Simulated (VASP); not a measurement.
# TaN (Fm-3m) in VASP: further runs, part 2 of 2

VASP 6.6.1. Earlier steps stand in the parts before.

### 4 Single point, BLYP+D3(BJ)

This run uses another cell than the first one, of 11.25 Å³/atom, 0.981 times its volume.

File INCAR:

```
PREC = Accurate ; ENCUT = 600
EDIFF = 1E-6 ; ISMEAR = -1
SIGMA = 0.05 ; LREAL = F
LASPH = T ; NELM = 120
ALGO = Normal ; ISIF = 2
LWAVE = F ; LCHARG = F
GGA = B5 ; ALDAX = 1.0
AGGAX = 1.0 ; AGGAC = 1.0
ALDAC = 0.0 ; IVDW = 12
VDW_S6 = 1.0 ; VDW_S8 = 2.6996
VDW_A1 = 0.4298 ; VDW_A2 = 4.2359
NBANDS = 15 ; GGA_COMPAT = F
```

File KPOINTS:

```
Automatic mesh
0
Gamma
  10 10 10
```

File POSCAR:

```
TaN
1.0
    0.0000000000      2.2404226923      2.2404226923
    2.2404226923      0.0000000000      2.2404226923
    2.2404226923      2.2404226923      0.0000000000
Ta N
1 1
Direct
    0.5000000000      0.5000000000      0.5000000000
    0.0000000000      0.0000000000      0.0000000000
```

Potentials or basis: VASP PAW PBE potentials, release 64 (Ta_pv, N).

Started as:

```console
$ cat potpaw_PBE.64/Ta_pv/POTCAR potpaw_PBE.64/N/POTCAR > POTCAR
$ mpirun -np 1 vasp_std > vasp.out
```

OUTCAR:

```text
PREC = Accurate
   ENCUT = 600
   EDIFF = 1E-6
   ISMEAR = -1
   LREAL = F
   LASPH = T
   NELM = 120
   ISIF = 2
   GGA = B5
   IVDW = 12
 IVDW          = 12

 ion  position               nearest neighbor table
   1  0.500  0.500  0.500-   2 2.24   2 2.24   2 2.24   2 2.24   2 2.24   2 2.24
   2  0.000  0.000  0.000-   1 2.24   1 2.24   1 2.24   1 2.24   1 2.24   1 2.24

  LATTYP: Found a face centered cubic cell.
 ALAT       =     4.4808453846

  Lattice vectors:

 A1 = (   0.0000000000,   2.2404226923,   2.2404226923)
 A2 = (   2.2404226923,   0.0000000000,   2.2404226923)
 A3 = (   2.2404226923,   2.2404226923,   0.0000000000)

Analysis of symmetry for initial positions (statically):
=====================================================================
 Subroutine PRICEL returns:
 Original cell was already a primitive cell.

 Routine SETGRP: Setting up the symmetry group for a
 face centered cubic supercell.

 Subroutine GETGRP returns: Found 48 space group operations
 (whereof 48 operations were pure point group operations)
 out of a pool of 48 trial point group operations.

The static configuration has the point symmetry O_h .

Analysis of symmetry for dynamics (positions and initial velocities):
=====================================================================
 Subroutine PRICEL returns:
 Original cell was already a primitive cell.

 Routine SETGRP: Setting up the symmetry group for a
 face centered cubic supercell.

 Subroutine GETGRP returns: Found 48 space group operations
 (whereof 48 operations were pure point group operations)
 out of a pool of 48 trial point group operations.

The dynamic configuration has the point symmetry O_h .

 Subroutine INISYM returns: Found 48 space group operations
 (whereof 48 operations are pure point group operations),
 and found     1 'primitive' translations

----------------------------------------------------------------------------------------

                                     Primitive cell

  volume of cell :      22.4916

  direct lattice vectors                    reciprocal lattice vectors
     0.000000000  2.240422692  2.240422692    -0.223172173  0.223172173  0.223172173
     2.240422692  0.000000000  2.240422692     0.223172173 -0.223172173  0.223172173
     2.240422692  2.240422692  0.000000000     0.223172173  0.223172173 -0.223172173

  length of vectors
     3.168436157  3.168436157  3.168436157     0.386545542  0.386545542  0.386545542

  position of ions in fractional coordinates (direct lattice)
     0.500000000  0.500000000  0.500000000
     0.000000000  0.000000000  0.000000000

  ion indices of the primitive-cell ions
   primitive index   ion index
                 1           1
                 2           2

----------------------------------------------------------------------------------------

 KPOINTS: Automatic mesh

Automatic generation of k-mesh.
 Grid dimensions read from file:
 generate k-points for:   10   10   10

 Generating k-lattice:

  Cartesian coordinates                     Fractional coordinates (reciprocal lattice)
    -0.022317217  0.022317217  0.022317217     0.100000000  0.000000000  0.000000000
     0.022317217 -0.022317217  0.022317217     0.000000000  0.100000000  0.000000000
     0.022317217  0.022317217 -0.022317217     0.000000000  0.000000000  0.100000000

  Length of vectors
     0.038654554  0.038654554  0.038654554

[... 37 lines left out ...]
   total plane-waves  NPLWV =  21952
   dimension x,y,z NGX =    28 NGY =   28 NGZ =   28
   dimension x,y,z NGXF=    56 NGYF=   56 NGZF=   56
   ions per type =               1   1
   NGX,Y,Z   is equivalent  to a cutoff of  14.69, 14.69, 14.69 a.u.
   NGXF,Y,Z  is equivalent  to a cutoff of  29.38, 29.38, 29.38 a.u.
 SYSTEM =  unknown system
   PREC   = accura    normal or accurate (medium, high low for compatibility)
   ISTART =      0    job   : 0-new  1-cont  2-samecut
   ICHARG =      2    charge: 1-file 2-atom 10-const
   ISPIN  =      1    spin polarized calculation?
   LNONCOLLINEAR =      F non collinear calculations
   LSORBIT =      F    spin-orbit coupling
   LASPH  =      T    aspherical Exc in radial PAW
   ENCUT  =  600.0 eV  44.10 Ry    6.64 a.u.   6.33  6.33  6.33*2*pi/ulx,y,z
   NELM   =    120;   NELMIN=  2; NELMDL= -5     # of ELM steps
   EDIFF  = 0.1E-05   stopping-criterion for ELM
   LREAL  =      F    real-space projection
   EDIFFG = 0.1E-04   stopping-criterion for IOM
   NSW    =      0    number of steps for IOM
   IBRION =     -1    ionic relax: 0-MD 1-quasi-New 2-CG
   NFREE  =      0    steps in history (QN), initial steepest desc. (CG)
   ISIF   =      2    stress and relaxation
   ISYM   =      2    0-nonsym 1-usesym 2-fastsym
   POTIM  = 0.5000    time-step for ionic-motion
   TEBEG  =    0.0;   TEEND  =   0.0 temperature during run
   PSTRESS=    0.0 pullay stress
   NELECT =      16.0000    total number of electrons
   NUPDOWN=      -1.0000    fix difference up-down
   EMIN   =  10.00;   EMAX   =-10.00  energy-range for DOS
   EFERMI =   0.00;   METHOD = LEGACY
   ISMEAR =    -1;   SIGMA  =   0.05  broadening in eV -4-tet -1-fermi 0-gaus
   EFERMI_NEDOS =   21; number of points for ismear=-14 and -15
   IALGO  =     38    algorithm
   IMIX   =      4    mixing-type and parameters
     AMIX     =   0.40;   BMIX     =  1.00
     AMIX_MAG =   1.60;   BMIX_MAG =  1.00
  volume/ion in A,a.u.               =      11.25        75.89
  Fermi-wavevector in a.u.,A,eV,Ry     =   1.461419  2.761682 29.058597  2.135747
  Thomas-Fermi vector in A             =   2.577753
   LORBIT       =      0    0 simple, 1 ext, 2 COOP (PROOUT), +10 PAW based schemes
   GGA     = B5    functional components
   LHFCALC =     F    Hartree Fock is set to
   AEXX    =    0.0000 exact exchange contribution
   IVDW    =    12    specifies the selected vdW correction
   LEPSILON=     F    determine dielectric tensor
   LRPA    =     F    only Hartree local field effects (RPA)
 non-spin polarized calculation
  energy-cutoff  :      600.00
  volume of cell :       22.49
 maximum number of plane-waves:       763
 NGX is ok and might be reduce to    28
   NGX = 13   NGY = 13   NGZ = 13

 number of electron      16.0000001 magnetization

 Free energy of the ion-electron system (eV)
  ---------------------------------------------------
  ext. energy  EPLUGINS =         0.00000000
  ---------------------------------------------------
  free energy    TOTEN  =       -19.86108498 eV

  energy without entropy =      -19.85401603  energy(sigma->0) =      -19.85755051

 E-fermi :   9.4400     XC(G=0): -12.4406

 val. band max:        9.3674852506   @ k =  -0.2000   0.2000   0.0000
 cond. band min:       9.4618736112   @ k =   0.0000   0.0000   0.0000
 fundamental gap:      0.0943883606
 Fermi energy:         9.4399689152

 k-point     1 :       0.0000    0.0000    0.0000
  band No.  band energies     occupation
      1     -26.3739      2.00000
      2     -26.3739      2.00000
      3     -26.3739      2.00000
      4      -8.8575      2.00000
      5       5.7546      2.00000
      6       5.7546      2.00000
      7       5.7546      2.00000
      8       7.4699      2.00000
      9       7.4699      2.00000
     10       7.4699      2.00000
     11       9.4619      0.78439
     12       9.4619      0.78436
     13      10.7404      0.00000
     14      19.3069      0.00000
[... 401 lines left out ...]
      2     -26.5716      2.00000
      3     -26.5510      2.00000
      4      -7.4527      2.00000
      5       1.8815      2.00000
      6       3.8822      2.00000
      7       4.4486      2.00000
      8       5.8446      2.00000
      9      11.3699      0.00000
     10      11.9863      0.00000
     11      12.0647      0.00000
     12      12.9295      0.00000
     13      17.2407      0.00000
     14      19.7397      0.00000
     15      21.0229      0.00000

 [... further k-points ...]

------------------------ aborting loop because EDIFF is reached ----------------------------------------

 Edisp (eV)   -2.07530

 E8    (eV) :    -1.5636

  FORCE on cell =-STRESS in cart. coord.  units (eV):
  Direction    XX          YY          ZZ          XY          YZ          ZX
  --------------------------------------------------------------------------------------
  -------------------------------------------------------------------------------------
  Total      -2.28326    -2.28326    -2.28326     0.00000    -0.00000     0.00000
  in kB    -162.64728  -162.64728  -162.64728     0.00000    -0.00000     0.00000
  external pressure =     -162.65 kB  Pullay stress =        0.00 kB

 VOLUME and BASIS-vectors are now :
 -----------------------------------------------------------------------------
  energy-cutoff  :      600.00
  volume of cell :       22.49
      direct lattice vectors                 reciprocal lattice vectors
     0.000000000  2.240422692  2.240422692    -0.223172173  0.223172173  0.223172173
     2.240422692  0.000000000  2.240422692     0.223172173 -0.223172173  0.223172173
     2.240422692  2.240422692  0.000000000     0.223172173  0.223172173 -0.223172173

 POSITION                                       TOTAL-FORCE (eV/Angst)
 -----------------------------------------------------------------------------------
      2.24042      2.24042      2.24042        -0.000000     -0.000000     -0.000000
      0.00000      0.00000      0.00000         0.000000      0.000000      0.000000
 -----------------------------------------------------------------------------------
    total drift:                                0.000000      0.000000      0.000000

  FREE ENERGIE OF THE ION-ELECTRON SYSTEM (eV)
  ---------------------------------------------------
  free  energy   TOTEN  =       -21.9363804128 eV

  energy  without entropy=      -21.9293114581  energy(sigma->0) =      -21.93284594
```

stdout:

```text
POSCAR found type information on POSCAR TaN
 POSCAR found :  2 types and       2 ions
 scaLAPACK will be used
 -----------------------------------------------------------------------------
|                                                                             |
|                                                                             |
|     You enforced a specific xc type in the INCAR file but a different       |
|     I HOPE YOU KNOW WHAT YOU ARE DOING!                                     |
|                                                                             |
 -----------------------------------------------------------------------------

 LDA part: xc-table for (Slater(with rela. corr.)+VWN5), standard interpolation
 POSCAR, INCAR and KPOINTS ok, starting setup
 FFT: planning ... GRIDC
 FFT: planning ... GRID_SOFT
 FFT: planning ... GRID
 WAVECAR not read
 entering main loop
```

Run time: 21 s. Hardware: 1 thread of AMD EPYC 9R45 (Zen 5), shared host; peak memory 0.15 GiB.

What came out:

* Free energy: -21.9364 eV
* Pressure: -16.3 GPa
* Band gap on the k mesh: zero (band 8 reaches 11.06 eV, above the bottom of band 9 at 7.47 eV)
* Dispersion energy per atom: -1.038 eV

Caveat: the PAW data sets were made with another functional, which shifts forces and pressure a little; spin-orbit coupling is left out, which moves the levels of the heavy elements; pairwise dispersion overbinds metals, which lowers pressure and volume.

### 5 Overview

```csv
level,cell,gap on the mesh (eV),pressure (GPa)
PBEsol+D3(BJ),"a = 3.189 Å, angles 60.0°, 2 atoms",none,-32.1
BLYP+D3(BJ),"a = 3.148 Å, angles 60.0°, 2 atoms",none,-10.9
BLYP+D3(BJ),"a = 3.168 Å, angles 60.0°, 2 atoms",none,-16.3
```

Alike in all rows: task single point; potentials or basis VASP PAW PBE potentials, release 64 (Ta_pv, N); no spin polarisation; k mesh 10 × 10 × 10; cutoff (eV) 600; smearing fermi-dirac 0.05 eV.

Caveats: the PAW data sets were made with another functional, which shifts forces and pressure a little; spin-orbit coupling is left out, which moves the levels of the heavy elements; pairwise dispersion overbinds metals, which lowers pressure and volume.

Total energies depend on the potentials used, so only differences within one code and one set of settings carry meaning.
